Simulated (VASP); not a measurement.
Set up this calculation in VASP 6.6.1, as the native input.

* Task: single point
* Functional: PBE
* Potentials or basis: VASP PAW PBE potentials, release 64 (Al, Si, B)
* Cutoff: 520 eV
* k mesh: 6 × 6 × 4
* Occupations: gaussian, width 0.1 eV
* Spin: no spin polarisation
* Dipole correction: no
* Further INCAR settings: ALGO = Normal; EDIFF = 1e-07; NBANDS = 20

The structure of AlSi2B4 lies in POSCAR:

```
AlSi2B4
1.0
    3.4746151500      0.0000000000      0.0000000000
   -1.7373075800      3.0091049900      0.0000000000
    0.0000000000      0.0000000000      7.2568609500
Al Si B
1 2 4
Direct
    0.0000000000      0.0000000000      0.5000000000
    0.0000000000      0.0000000000      0.7873585300
    0.0000000000      0.0000000000      0.2126414700
    0.0000000000      0.0000000000      0.0000000000
    0.5000000000      0.0000000000      0.0000000000
    0.0000000000      0.5000000000      0.0000000000
    0.5000000000      0.5000000000      0.0000000000
```

The cell was built from a structure type or drawn by symmetry, and may not be a known phase.

The input as run:

INCAR

```
SYSTEM = AlSi2B4
PREC = Accurate
ENCUT = 520
EDIFF = 1E-7
ISMEAR = 0
SIGMA = 0.1
LREAL = .FALSE.
LASPH = .TRUE.
NELM = 80
ALGO = Normal
ISIF = 2
LWAVE = .FALSE.
LCHARG = .TRUE.
GGA = PE
LELF = .TRUE.
LVHAR = .TRUE.
NBANDS = 20
```

KPOINTS

```
Automatic mesh
0
G
  6 6 4
  0 0 0
```

Potentials or basis: VASP PAW PBE potentials, release 64 (Al, Si, B).

Run with:

```sh
$ cat potpaw_PBE.64/Al/POTCAR potpaw_PBE.64/Si/POTCAR potpaw_PBE.64/B/POTCAR > POTCAR
$ mpirun -np 1 vasp_std > vasp.out
```

Results of the run:

The pressure is 63.3 GPa. The largest force is 10.943 eV/Å and the band gap on the k mesh is zero (an odd number of electrons rules out a gap without spin polarisation).

Caveat: the cell stands under pressure; forces of over 1 eV/Å act on the atoms, so gaps and moduli don't describe the material at rest.

Run time: 28 s on 1 thread of Intel(R) Xeon(R) 6975P-C (Granite Rapids) (shared host), peak memory 0.19 GiB.
